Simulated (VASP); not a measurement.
KCl:

```
CELL_PARAMETERS angstrom
3.81343 0.00000 0.00000
0.00000 3.81343 0.00000
0.00000 0.00000 3.81343
ATOMIC_POSITIONS crystal
K 0.00000 0.00000 0.00000
Cl 0.50000 0.50000 0.50000
```

Base run:

```yaml
Program: VASP 6.6.1
Functional: PBEsol
Potentials_or_basis: VASP PAW PBE potentials, release 64 (K_sv, Cl)
Cutoff: 520 eV
k_mesh: 7 × 7 × 7
Occupations: fermi-dirac, width 0.05 eV
Spin: no spin polarisation
```

Its results: band gap on the k mesh 4.72 eV, indirect (least direct gap 4.91 eV); pressure -1.1 GPa.

Problem. The run is repeated on the same cell with these changes: functional from PBEsol to r2SCAN. What comes out?

Solution. Band gap on the k mesh 5.67 eV, indirect (least direct gap 5.86 eV); pressure -0.8 GPa.

r2SCAN gives the wider gap, since meta-GGAs in the generalised Kohn-Sham scheme recover part of the derivative discontinuity.

Caveats: the PAW data sets were made with another functional, which shifts forces and pressure a little.

A k mesh can miss the band edges.
